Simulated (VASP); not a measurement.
# W9C8 in VASP: a series of runs, part 2 of 2

VASP 6.6.1.

## Step 3: Single point, PBEsol

File INCAR:

```
SYSTEM = W9C8
ALGO = Normal
EDIFF = 1E-7
ENCUT = 520
GGA = PS
ISIF = 2
ISMEAR = 0
LASPH = .True.
LCHARG = .True.
LELF = .True.
LREAL = Auto
LVHAR = .True.
LWAVE = .False.
NBANDS = 93
NELM = 100
PREC = Accurate
SIGMA = 0.15
```

File KPOINTS:

```
k-points
0
Gamma
  4 4 1
  0 0 0
```

File POSCAR:

```
W9C8
1.0
    5.7996800000      0.0000000000      0.0000000000
   -2.8998400000      5.0226700000      0.0000000000
    0.0000000000      0.0000000000     15.2562950000
W C
9 8
Direct
    0.0000000000      0.0000000000      0.0655467137
    0.0000028264      0.0000035838      0.2519001501
    0.0000000000      0.5000000000      0.0655467137
    0.0082754760      0.5041392327      0.2486862636
    0.5000000000      0.0000000000      0.0655467137
    0.4958678333     -0.0082695061      0.2486852149
    0.5000000000      0.5000000000      0.0655467137
    0.4958687570      0.5041392327      0.2486860014
    0.6666703292      0.3333382444      0.3959345962
    0.3310619864      0.1655334712      0.1528829903
    0.3336154246      0.1668104813      0.3357868998
    0.3333286896      0.6666625520      0.1504259717
    0.3333442454      0.6666746969      0.3261748675
    0.8344718030      0.1655330730      0.1528835802
    0.8332022789      0.1668114768      0.3357886695
    0.8344705836      0.6689408223      0.1528851533
    0.8332034126      0.6663985490      0.3357898494
```

Potentials or basis: VASP PAW PBE potentials, release 64 (W_sv, C).

Launch:

```bash
$ cat potpaw_PBE.64/W_sv/POTCAR potpaw_PBE.64/C/POTCAR > POTCAR
$ mpirun -np 1 vasp_std > vasp.out
```

OUTCAR:

```text
SYSTEM = W9C8
   EDIFF = 1E-7
   ENCUT = 520
   GGA = PS
   ISIF = 2
   ISMEAR = 0
   LASPH = .True.
   LREAL = Auto
   NELM = 100
   PREC = Accurate

 ion  position               nearest neighbor table
   1  0.000  0.000  0.066-  10 2.13  14 2.13  16 2.13   2 2.84   7 2.90   3 2.90   3 2.90   7 2.90
                             5 2.90   5 2.90
   2  0.000  0.000  0.252-  17 2.11  15 2.11  11 2.11  16 2.25  14 2.25  10 2.25   1 2.84   6 2.90
                             8 2.90   4 2.90   4 2.90   8 2.90   6 2.90
   3  0.000  0.500  0.066-  12 2.12  14 2.14  16 2.14   4 2.79   5 2.90   1 2.90   1 2.90   5 2.90
                             7 2.90   7 2.90
   4  0.008  0.504  0.249-  13 2.02  15 2.15  17 2.15  12 2.22  16 2.24  14 2.24   3 2.79   9 2.83
                             6 2.83   8 2.83   2 2.90   2 2.90   8 2.97   6 2.97
   5  0.500  0.000  0.066-  12 2.12  10 2.14  14 2.14   6 2.79   7 2.90   3 2.90   7 2.90   3 2.90
                             1 2.90   1 2.90
   6  0.496  0.992  0.249-  13 2.02  11 2.15  15 2.15  12 2.22  14 2.24  10 2.24   5 2.79   9 2.83
                             8 2.83   4 2.83   2 2.90   2 2.90   4 2.97   8 2.97
   7  0.500  0.500  0.066-  12 2.12  10 2.14  16 2.14   8 2.79   1 2.90   5 2.90   5 2.90   1 2.90
                             3 2.90   3 2.90
[... 223 lines left out ...]
      6     -71.6967      2.00000
[... 647 lines left out ...]
     90       4.3497      0.00000
     91       4.4347      0.00000
 [bands above 91 left out]

------------------------ aborting loop because EDIFF is reached ----------------------------------------

  FORCE on cell =-STRESS in cart. coord.  units (eV):
  Direction    XX          YY          ZZ          XY          YZ          ZX
  --------------------------------------------------------------------------------------
  -------------------------------------------------------------------------------------
  Total       -4.4094547     -4.4091370      1.0055585     -0.0002748     -0.0007631     -0.0013237
  in kB      -15.8967268    -15.8955814      3.6251850     -0.0009908     -0.0027511     -0.0047721
  external PRESSURE =      -9.3890411 kB  Pullay stress =       0.0000000 kB

 VOLUME and BASIS-vectors are now :
 -----------------------------------------------------------------------------
  energy-cutoff  :      520.00
  volume of cell :      444.41
      direct lattice vectors                 reciprocal lattice vectors
     5.799680000  0.000000000  0.000000000     0.172423306  0.099548646  0.000000000
    -2.899840000  5.022670000  0.000000000     0.000000000  0.199097293  0.000000000
     0.000000000  0.000000000 15.256295000     0.000000000  0.000000000  0.065546714

 POSITION                                       TOTAL-FORCE (eV/Angst)
 -----------------------------------------------------------------------------------
      0.00000      0.00000      1.00000        -0.000001     -0.000000      0.442712
      0.00001      0.00002      3.84306         0.000009      0.000005      0.002962
     -1.44992      2.51133      1.00000        -0.223963     -0.129305     -0.233392
     -1.41393      2.53212      3.79403        -0.007378     -0.004259     -0.025332
      2.89984      0.00000      1.00000         0.000062      0.258583     -0.233435
      0.00002      4.98113      3.79402        -0.000067      0.008568     -0.025274
[... 9 lines left out ...]
      2.89984      3.35987      2.33246        -0.000032      0.001925     -0.001151
      2.89986      3.34710      5.12291        -0.000074      0.072504      0.026216
 -----------------------------------------------------------------------------------
    total drift:                                0.037729     -0.065273      0.005874

  FREE ENERGIE OF THE ION-ELECTRON SYSTEM (eV)
  ---------------------------------------------------
  free  energy   TOTEN  =      -189.0240596919 eV

  energy  without entropy=     -188.9454779139  energy(sigma->0) =     -188.98476880
```

stdout:

```text
POSCAR found type information on POSCAR W C
 POSCAR found :  2 types and      17 ions
 scaLAPACK will be used
 -----------------------------------------------------------------------------
|                                                                             |
|                                                                             |
|     You enforced a specific xc type in the INCAR file but a different       |
|     I HOPE YOU KNOW WHAT YOU ARE DOING!                                     |
|                                                                             |
 -----------------------------------------------------------------------------

 LDA part: xc-table for (Slater+PW92), standard interpolation
 POSCAR, INCAR and KPOINTS ok, starting setup
 FFT: planning ... GRIDC
 FFT: planning ... GRID_SOFT
 FFT: planning ... GRID
 WAVECAR not read
 entering main loop
```

Run time: 19 min. Hardware: 1 thread of Oxide Virtual Turin-like, shared host; peak memory 0.62 GiB.

What came out:

| Item | Value |
| --- | --- |
| Free energy | -189.0241 eV |
| Largest force | 0.443 eV/Å |
| Band gap on the k mesh | zero (band 79 reaches 2.60 eV, above the bottom of band 80 at 1.98 eV) |

Forces in eV/Å, atoms in the order of the input:
```
W    0.000  0.000  0.443
W    0.000  0.000  0.003
W   -0.224 -0.129 -0.233
W   -0.007 -0.004 -0.025
W    0.000  0.259 -0.233
W    0.000  0.009 -0.025
W    0.224 -0.129 -0.233
W    0.007 -0.004 -0.025
W    0.000  0.000  0.155
C   -0.002 -0.001 -0.001
C   -0.063 -0.036  0.026
C    0.000  0.000 -0.010
C    0.000  0.000  0.109
C    0.002 -0.001 -0.001
C    0.063 -0.036  0.026
C    0.000  0.002 -0.001
C    0.000  0.073  0.026
```

Levels at points of the mesh, in eV from the Fermi level:
```
           k point  band 75  band 76  band 77  band 78  band 79  band 80  band 81  band 82  band 83  band 84
(0.00, 0.00, 0.00)    -0.86     0.07     0.20     0.21     0.47     0.54     0.54     1.05     1.31     1.31
(0.50, 0.00, 0.00)    -1.10    -1.05    -0.88    -0.61    -0.52    -0.15     0.46     1.10     1.35     1.40
(0.00, 0.50, 0.00)    -1.10    -1.05    -0.88    -0.61    -0.52    -0.15     0.46     1.10     1.35     1.40
```

Caveat: the PAW data sets were made with another functional, which shifts forces and pressure a little; spin-orbit coupling is left out, which moves the levels of the heavy elements.
